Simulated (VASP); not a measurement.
AlN:

```
Al N
1.0
     0.00000    1.95830    2.07043
     1.95830    0.00000    2.07043
     1.95830    1.95830    0.00000
Al N
1 1
Direct
  0.00000 0.00000 0.00000
  0.50000 0.50000 0.50000
```

This cell differs from its parent crystal: epitaxial xy strain -3.0%.

Program: VASP 6.6.1. Alike in all runs: task single point; potentials or basis VASP PAW PBE potentials, release 64 (Al, N); no spin polarisation; cell as given; cutoff (eV) 520. Hardware: 1 thread of Intel(R) Xeon(R) 6975P-C (Granite Rapids), on a shared host.

**Question.** Order these runs on this cell by their wall time, lowest first.
A. level r2SCAN; k mesh 10 × 10 × 10; smearing gaussian 0.01 eV
B. level PBE; k mesh 10 × 10 × 10; smearing fermi-dirac 0.02 eV
C. level PBE; k mesh 6 × 6 × 6; smearing gaussian 0.01 eV

**Answer.** C (2.9 s), B (5.9 s), A (23 s).

Caveats: some runs use coarse meshes.
